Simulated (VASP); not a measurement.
A run of VASP 6.6.1:

Contents of INCAR:

```
SYSTEM = Na3HSe
PREC = Accurate
ENCUT = 520
EDIFF = 1E-7
ISMEAR = 0
SIGMA = 0.02
LREAL = .False.
LASPH = .True.
NELM = 80
ALGO = Normal
ISIF = 2
LWAVE = .False.
LCHARG = .False.
GGA = PE
NBANDS = 22
```

The input KPOINTS:

```
Automatic mesh
0
Gamma
  6 6 6
  0 0 0
```

The input POSCAR:

```
Na3HSe
1.0
    4.5502916133      0.0000000000      0.0000000000
    0.0000000000      4.5502916133      0.0000000000
    0.0000000000      0.0000000000      4.5502916133
Na H Se
3 1 1
Direct
    0.0000000000      0.5000000000      0.5000000000
    0.5000000000      0.0000000000      0.5000000000
    0.5000000000      0.5000000000      0.0000000000
    0.5000000000      0.5000000000      0.5000000000
    0.0000000000      0.0000000000      0.0000000000
```

Potentials or basis: VASP PAW PBE potentials, release 64 (Na_pv, H, Se).

Launch:

```bash
$ cat potpaw_PBE.64/Na_pv/POTCAR potpaw_PBE.64/H/POTCAR potpaw_PBE.64/Se/POTCAR > POTCAR
$ mpirun -np 1 vasp_std > vasp.out
```

Hardware: 1 thread of Intel(R) Xeon(R) Platinum 8259CL CPU @ 2.50GHz (Skylake/Cascade Lake) (shared host).

Estimate the wall time of this run.

It took 39 s on 1 thread of Intel(R) Xeon(R) Platinum 8259CL CPU @ 2.50GHz (Skylake/Cascade Lake), on a shared host, peak memory 0.22 GiB. Counts: scf iterations 14, k points 20.
